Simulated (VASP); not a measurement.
NaI:

```
Na I
1.0
     1.92568    1.11179    5.19151
    -1.92568    1.11179    5.19151
     0.00000   -2.22359    5.19151
Na I
1 1
Cartesian
  0.0000 0.0000 15.5694
  0.0000 0.0000 5.1826
```

| Item | Value |
| --- | --- |
| Program | VASP 6.6.1 |
| Task | relaxation of cell and atoms |
| Functional | PBEsol |
| Potentials or basis | VASP PAW PBE potentials, release 64 (Na_pv, I) |
| Cutoff | 600 eV |
| k mesh | 6 × 6 × 6 |
| Occupations | fermi-dirac, width 0.03 eV |
| Spin | no spin polarisation |

At the start: pressure 34.0 GPa; volume 33.34 Å³/atom.

Q: Where does the relaxation end?

A: Over 46 steps the energy falls by 2384.7 meV/atom and the volume is 43.86 Å³/atom (+31.5 %); space group R3m (No. 160, to 0.1 Å) before, F-43m (No. 216, to 0.1 Å).

Step by step:
```csv
step,energy change (eV),largest force (eV/Å),pressure (GPa),volume (Å³)
1,0.0000,0.0310,34.00,66.69
3,-4.5034,0.0138,0.95,111.05
5,-4.5412,0.0160,-0.14,120.44
7,-4.5420,0.0163,-0.03,118.77
9,-4.5487,0.0227,-0.04,114.80
11,-4.5985,0.0739,-0.10,98.89
13,-4.5858,0.5997,3.28,67.05
15,-4.7168,0.0475,0.74,75.96
17,-4.7181,0.0093,0.81,75.27
19,-4.7230,0.0175,0.57,76.34
21,-4.7262,0.0541,-0.32,81.26
23,-4.7284,0.0394,0.01,79.23
25,-4.7287,0.0376,0.01,79.30
27,-4.7299,0.0283,0.03,79.62
29,-4.7322,0.0349,0.11,80.88
31,-4.7325,0.0365,0.11,81.00
33,-4.7338,0.0442,0.11,81.55
35,-4.7372,0.0942,0.09,83.73
37,-4.7488,0.0470,-0.04,85.99
39,-4.7474,0.0791,-0.76,94.85
41,-4.7615,0.0452,-0.39,91.20
43,-4.7691,0.0175,-0.10,88.57
45,-4.7694,0.0103,-0.02,87.93
46,-4.7695,0.0046,0.01,87.73
```

Final structure:
```
CELL_PARAMETERS angstrom
2.48562 1.43507 4.09894
-2.48562 1.43507 4.09894
0.00000 -2.87014 4.09894
ATOMIC_POSITIONS crystal
Na 0.04186 0.04186 0.04186
I 0.29057 0.29057 0.29057
```

Caveat: the volume moved by over 15 % at a fixed basis, so the end points are rough; the PAW data sets were made with another functional, which shifts forces and pressure a little.
